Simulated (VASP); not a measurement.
# GaP (F-43m) in VASP: single point with PBE

Aim: the single point of GaP with PBE.

All numbers are computed with VASP 6.6.1; they aren't measurements. Logs are shortened: lines on timing, memory, paths and dates and some standing lists are left out, and cuts for length are marked.

**Experimental background.**

From “Stacking defects in GaP nanowires: Electronic structure and optical properties”, 2018, arxiv:1810.01194, for a bulk crystal of GaP at 10 K: band gap 2.34 eV (indirect).

How close the calculation comes is told below.

## (1) The cell of the first run

It takes space group F-43m (No. 216, cubic). The conventional cell has a = 5.451 Å, b = 5.451 Å, c = 5.451 Å, α = 90.00°, β = 90.00°, γ = 90.00°. Within 3.1 Å of Ga (site symmetry -43m) lie 4 P at 2.36 Å. Within 3.1 Å of P (site symmetry -43m) lie 4 Ga at 2.36 Å.

## (2) Single point, PBE

Contents of INCAR:

```
PREC     = Accurate       # precision mode
ENCUT    = 520            # plane-wave cutoff, eV
EDIFF    = 1E-6           # SCF threshold, eV
ISMEAR   = 0              # smearing method
SIGMA    = 0.05           # smearing width, eV
LREAL    = F              # projectors in reciprocal space
LASPH    = T              # aspherical terms in the spheres
NELM     = 60             # most SCF steps
ALGO     = Normal         # electronic algorithm
ISIF     = 2              # what is computed and relaxed
LWAVE    = F              # write WAVECAR
LCHARG   = T              # write CHGCAR
GGA      = PE             # functional
LELF     = T              # ELF
LVHAR    = T            
NBANDS   = 16             # bands
```

Contents of KPOINTS:

```
regular mesh
0
Gamma
  12 12 12
```

Contents of POSCAR:

```
GaP
1.0
    0.0000000000      2.7252500000      2.7252500000
    2.7252500000      0.0000000000      2.7252500000
    2.7252500000      2.7252500000      0.0000000000
Ga P
1 1
Direct
    0.0000000000      0.0000000000      0.0000000000
    0.7500000000      0.7500000000      0.7500000000
```

Potentials or basis: VASP PAW PBE potentials, release 64 (Ga_d, P).

Launch:

```console
$ cat potpaw_PBE.64/Ga_d/POTCAR potpaw_PBE.64/P/POTCAR > POTCAR
$ mpirun -np 1 vasp_std > vasp.out
```

OUTCAR:

```text
PREC = Accurate
   ENCUT = 520
   EDIFF = 1E-6
   ISMEAR = 0
   LREAL = F
   LASPH = T
   NELM = 60
   ISIF = 2
   GGA = PE

 ion  position               nearest neighbor table
   1  0.000  0.000  0.000-   2 2.36   2 2.36   2 2.36   2 2.36
   2  0.750  0.750  0.750-   1 2.36   1 2.36   1 2.36   1 2.36

  LATTYP: Found a face centered cubic cell.
 ALAT       =     5.4505000000

  Lattice vectors:

 A1 = (   0.0000000000,   2.7252500000,   2.7252500000)
 A2 = (   2.7252500000,   0.0000000000,   2.7252500000)
 A3 = (   2.7252500000,   2.7252500000,   0.0000000000)

Analysis of symmetry for initial positions (statically):
=====================================================================
 Subroutine PRICEL returns:
 Original cell was already a primitive cell.

 Routine SETGRP: Setting up the symmetry group for a
 face centered cubic supercell.

 Subroutine GETGRP returns: Found 24 space group operations
 (whereof 24 operations were pure point group operations)
 out of a pool of 48 trial point group operations.

The static configuration has the point symmetry T_d .

Analysis of symmetry for dynamics (positions and initial velocities):
=====================================================================
 Subroutine PRICEL returns:
 Original cell was already a primitive cell.

 Routine SETGRP: Setting up the symmetry group for a
 face centered cubic supercell.

 Subroutine GETGRP returns: Found 24 space group operations
 (whereof 24 operations were pure point group operations)
 out of a pool of 48 trial point group operations.

The dynamic configuration has the point symmetry T_d .

 Subroutine INISYM returns: Found 24 space group operations
 (whereof 24 operations are pure point group operations),
 and found     1 'primitive' translations

----------------------------------------------------------------------------------------

                                     Primitive cell

  volume of cell :      40.4808

  direct lattice vectors                    reciprocal lattice vectors
     0.000000000  2.725250000  2.725250000    -0.183469406  0.183469406  0.183469406
     2.725250000  0.000000000  2.725250000     0.183469406 -0.183469406  0.183469406
     2.725250000  2.725250000  0.000000000     0.183469406  0.183469406 -0.183469406

  length of vectors
     3.854085511  3.854085511  3.854085511     0.317778334  0.317778334  0.317778334

  position of ions in fractional coordinates (direct lattice)
     0.000000000  0.000000000  0.000000000
     0.750000000  0.750000000  0.750000000

  ion indices of the primitive-cell ions
   primitive index   ion index
                 1           1
                 2           2

----------------------------------------------------------------------------------------

 KPOINTS: regular mesh

Automatic generation of k-mesh.
 Grid dimensions read from file:
 generate k-points for:   12   12   12

 Generating k-lattice:

  Cartesian coordinates                     Fractional coordinates (reciprocal lattice)
    -0.015289117  0.015289117  0.015289117     0.083333333  0.000000000  0.000000000
     0.015289117 -0.015289117  0.015289117     0.000000000  0.083333333  0.000000000
     0.015289117  0.015289117 -0.015289117     0.000000000  0.000000000  0.083333333

  Length of vectors
     0.026481528  0.026481528  0.026481528

  Shift w.r.t. Gamma in fractional coordinates (k-lattice)
     0.000000000  0.000000000  0.000000000

 Subroutine IBZKPT returns following result:
 ===========================================

 Found     72 irreducible k-points:

 Following reciprocal coordinates:
            Coordinates               Weight
  0.000000  0.000000  0.000000      1.000000
  0.083333  0.000000  0.000000      8.000000
  0.166667  0.000000  0.000000      8.000000
  0.250000  0.000000  0.000000      8.000000
  0.333333  0.000000  0.000000      8.000000
  0.416667  0.000000  0.000000      8.000000
[... 16 lines left out ...]
  0.500000  0.166667  0.000000     24.000000
 -0.416667  0.166667  0.000000     24.000000
 [... further k-points ...]
   k-points           NKPTS =     72   k-points in BZ     NKDIM =     72   number of bands    NBANDS=     16
   number of dos      NEDOS =    301   number of ions     NIONS =      2
   total plane-waves  NPLWV =  27000
   dimension x,y,z NGX =    30 NGY =   30 NGZ =   30
   dimension x,y,z NGXF=    60 NGYF=   60 NGZF=   60
   ions per type =               1   1
   NGX,Y,Z   is equivalent  to a cutoff of  12.94, 12.94, 12.94 a.u.
   NGXF,Y,Z  is equivalent  to a cutoff of  25.88, 25.88, 25.88 a.u.
 SYSTEM =  unknown system
   PREC   = accura    normal or accurate (medium, high low for compatibility)
   ISTART =      0    job   : 0-new  1-cont  2-samecut
   ICHARG =      2    charge: 1-file 2-atom 10-const
   ISPIN  =      1    spin polarized calculation?
   LNONCOLLINEAR =      F non collinear calculations
   LSORBIT =      F    spin-orbit coupling
   LASPH  =      T    aspherical Exc in radial PAW
   ENCUT  =  520.0 eV  38.22 Ry    6.18 a.u.   7.17  7.17  7.17*2*pi/ulx,y,z
   NELM   =     60;   NELMIN=  2; NELMDL= -5     # of ELM steps
   EDIFF  = 0.1E-05   stopping-criterion for ELM
   LREAL  =      F    real-space projection
   EDIFFG = 0.1E-04   stopping-criterion for IOM
   NSW    =      0    number of steps for IOM
   IBRION =     -1    ionic relax: 0-MD 1-quasi-New 2-CG
   NFREE  =      0    steps in history (QN), initial steepest desc. (CG)
   ISIF   =      2    stress and relaxation
   ISYM   =      2    0-nonsym 1-usesym 2-fastsym
   POTIM  = 0.5000    time-step for ionic-motion
   TEBEG  =    0.0;   TEEND  =   0.0 temperature during run
   PSTRESS=    0.0 pullay stress
   NELECT =      18.0000    total number of electrons
   NUPDOWN=      -1.0000    fix difference up-down
   EMIN   =  10.00;   EMAX   =-10.00  energy-range for DOS
   EFERMI =   0.00;   METHOD = LEGACY
   ISMEAR =     0;   SIGMA  =   0.05  broadening in eV -4-tet -1-fermi 0-gaus
   EFERMI_NEDOS =   21; number of points for ismear=-14 and -15
   IALGO  =     38    algorithm
   IMIX   =      4    mixing-type and parameters
     AMIX     =   0.40;   BMIX     =  1.00
     AMIX_MAG =   1.60;   BMIX_MAG =  1.00
  volume/ion in A,a.u.               =      20.24       136.59
  Fermi-wavevector in a.u.,A,eV,Ry     =   1.249538  2.361284 21.243377  1.561344
  Thomas-Fermi vector in A             =   2.383574
   LORBIT       =      0    0 simple, 1 ext, 2 COOP (PROOUT), +10 PAW based schemes
   GGA     = PE    functional components
   LHFCALC =     F    Hartree Fock is set to
   AEXX    =    0.0000 exact exchange contribution
   IVDW    =     0    specifies the selected vdW correction
   LEPSILON=     F    determine dielectric tensor
   LRPA    =     F    only Hartree local field effects (RPA)
 non-spin polarized calculation
 Gauss-broadening in eV      SIGMA  =   0.05
  energy-cutoff  :      520.00
  volume of cell :       40.48
 maximum number of plane-waves:      1113
 NGX is ok and might be reduce to    30
   NGX = 15   NGY = 15   NGZ = 15

 number of electron      17.9999989 magnetization

 Free energy of the ion-electron system (eV)
  ---------------------------------------------------
  ext. energy  EPLUGINS =         0.00000000
  ---------------------------------------------------
  free energy    TOTEN  =        -9.11846918 eV

  energy without entropy =       -9.11846918  energy(sigma->0) =       -9.11846918

 E-fermi :   4.8528     XC(G=0):  -9.8337

 val. band max:        4.6507206786   @ k =   0.0000   0.0000   0.0000
 cond. band min:       6.2443599645   @ k =   0.4167   0.4167   0.0000
 fundamental gap:      1.5936392859
 Fermi energy:         4.8528488037

 k-point     1 :       0.0000    0.0000    0.0000
  band No.  band energies     occupation
      1      -9.8982      2.00000
      2      -9.8982      2.00000
      3      -9.8982      2.00000
      4      -9.7984      2.00000
      5      -9.7984      2.00000
      6      -7.8407      2.00000
[... 8 lines left out ...]
     15      14.4391      0.00000
     16      14.4391      0.00000

 k-point     2 :       0.0833    0.0000    0.0000
  band No.  band energies     occupation
      1      -9.9046      2.00000
      2      -9.8960      2.00000
      3      -9.8960      2.00000
      4      -9.7985      2.00000
      5      -9.7985      2.00000
      6      -7.7501      2.00000
[... 8 lines left out ...]
     15      14.0813      0.00000
     16      14.0813      0.00000

 k-point     3 :       0.1667    0.0000    0.0000
  band No.  band energies     occupation
      1      -9.9212      2.00000
      2      -9.8904      2.00000
      3      -9.8904      2.00000
      4      -9.7983      2.00000
      5      -9.7983      2.00000
      6      -7.4845      2.00000
[... 8 lines left out ...]
     15      13.6204      0.00000
     16      14.7092      0.00000

 k-point     4 :       0.2500    0.0000    0.0000
  band No.  band energies     occupation
      1      -9.9421      2.00000
      2      -9.8835      2.00000
      3      -9.8835      2.00000
      4      -9.7972      2.00000
      5      -9.7972      2.00000
      6      -7.0648      2.00000
[... 8 lines left out ...]
     15      13.6339      0.00000
     16      14.5804      0.00000
[... 324 lines left out ...]
 k-point    22 :       0.4167    0.1667    0.0000
  band No.  band energies     occupation
      1      -9.9771      2.00000
      2      -9.8690      2.00000
      3      -9.8637      2.00000
      4      -9.8070      2.00000
      5      -9.7875      2.00000
      6      -6.0783      2.00000
[... 8 lines left out ...]
     15      16.2179      0.00000
     16      16.2229      0.00000

 k-point    23 :       0.5000    0.1667    0.0000
  band No.  band energies     occupation
      1      -9.9832      2.00000
      2      -9.8684      2.00000
      3      -9.8622      2.00000
      4      -9.8025      2.00000
      5      -9.7888      2.00000
      6      -5.6333      2.00000
[... 8 lines left out ...]
     15      16.3563      0.00000
     16      16.9389      0.00000

 k-point    24 :      -0.4167    0.1667    0.0000
  band No.  band energies     occupation
      1      -9.9828      2.00000
      2      -9.8689      2.00000
      3      -9.8633      2.00000
      4      -9.7981      2.00000
      5      -9.7925      2.00000
      6      -5.5567      2.00000
[... 8 lines left out ...]
     15      15.0108      0.00000
     16      16.6621      0.00000

 [... further k-points ...]

------------------------ aborting loop because EDIFF is reached ----------------------------------------

  FORCE on cell =-STRESS in cart. coord.  units (eV):
  Direction    XX          YY          ZZ          XY          YZ          ZX
  --------------------------------------------------------------------------------------
  -------------------------------------------------------------------------------------
  Total        0.6128235      0.6128235      0.6128235     -0.0000000     -0.0000000     -0.0000000
  in kB       24.2547587     24.2547587     24.2547587     -0.0000000     -0.0000000     -0.0000000
  external PRESSURE =      24.2547587 kB  Pullay stress =       0.0000000 kB

 VOLUME and BASIS-vectors are now :
 -----------------------------------------------------------------------------
  energy-cutoff  :      520.00
  volume of cell :       40.48
      direct lattice vectors                 reciprocal lattice vectors
     0.000000000  2.725250000  2.725250000    -0.183469406  0.183469406  0.183469406
     2.725250000  0.000000000  2.725250000     0.183469406 -0.183469406  0.183469406
     2.725250000  2.725250000  0.000000000     0.183469406  0.183469406 -0.183469406

 POSITION                                       TOTAL-FORCE (eV/Angst)
 -----------------------------------------------------------------------------------
      0.00000      0.00000      0.00000         0.000000      0.000000      0.000000
      4.08788      4.08788      4.08788        -0.000000     -0.000000     -0.000000
 -----------------------------------------------------------------------------------
    total drift:                               -0.000002     -0.000002     -0.000002

  FREE ENERGIE OF THE ION-ELECTRON SYSTEM (eV)
  ---------------------------------------------------
  free  energy   TOTEN  =        -9.1184691799 eV

  energy  without entropy=       -9.1184691799  energy(sigma->0) =       -9.11846918
```

Run time: 94 s. Hardware: 1 thread of AMD EPYC 7R13, shared host; peak memory 0.17 GiB.

Results:

```
Free energy            : -9.1185 eV
Pressure               : 2.4 GPa
Band gap on the k mesh : 1.59 eV, indirect (least direct gap 1.83 eV)
```

Levels at points of the mesh, in eV from the valence-band top:
```tsv
k point	band 6	band 7	band 8	band 9	band 10	band 11	band 12	band 13
(0.00, 0.00, 0.00)	-12.49	0.00	0.00	0.00	1.83	3.89	3.89	3.89
(0.50, 0.00, 0.00)	-10.43	-6.63	-1.12	-1.12	1.67	4.72	4.72	8.29
(0.50, 0.50, 0.00)	-9.53	-6.75	-2.68	-2.68	1.66	1.82	10.60	10.60
```

## (3) Comparison with measurements

Step 2. A measured gap of GaP is 2.34 eV (indirect; 10 K; quoted in “Stacking defects in GaP nanowires: Electronic structure and optical properties”, 2018, arxiv:1810.01194); the calculated 1.59 eV misses it by -0.75 eV. Spin-orbit coupling on Ga is left out. The value is that of PBE on a finite k mesh, which can miss the band edges, without temperature or zero-point motion. Semilocal functionals fall short of measured gaps as a rule.
